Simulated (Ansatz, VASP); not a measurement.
**TiAl: VASP beside Ansatz**

```xyz
2
Lattice="3.1791 0.0000 0.0000 0.0000 3.1791 0.0000 0.0000 0.0000 3.1791" Properties=species:S:1:pos:R:3 pbc="T T T"
Ti    0.0000    0.0000    0.0000
Al    1.5895    1.5895    1.5895
```

Alike in both runs: task relaxation of cell and atoms; functional PBE; k mesh 14 × 14 × 14; occupations gaussian, width 0.1 eV; no spin polarisation.

|  | VASP | Ansatz |
| --- | --- | --- |
| version | VASP 6.6.1 | Ansatz 0.2.0 |
| potentials or method | VASP PAW PBE potentials, release 64 (Ti_sv, Al), cutoff 600 eV | scalar-relativistic, plane waves, PAW |
| valence electrons in the cell | 15 | 15 |

|  | VASP | Ansatz | Ansatz less VASP |
| --- | --- | --- | --- |
| gap on the k mesh at the Fermi level, each at its own relaxed structure (eV) | none | none | - |
| relaxed volume (Å³/atom) | 16.18 | 16.17 | -0.007 |
| relaxed length of the cell vector where the two differ most in proportion (Å) | 3.187 | 3.186 | -0.0004 |

A gap of «none» marks a metal or a gap that the smearing closes.
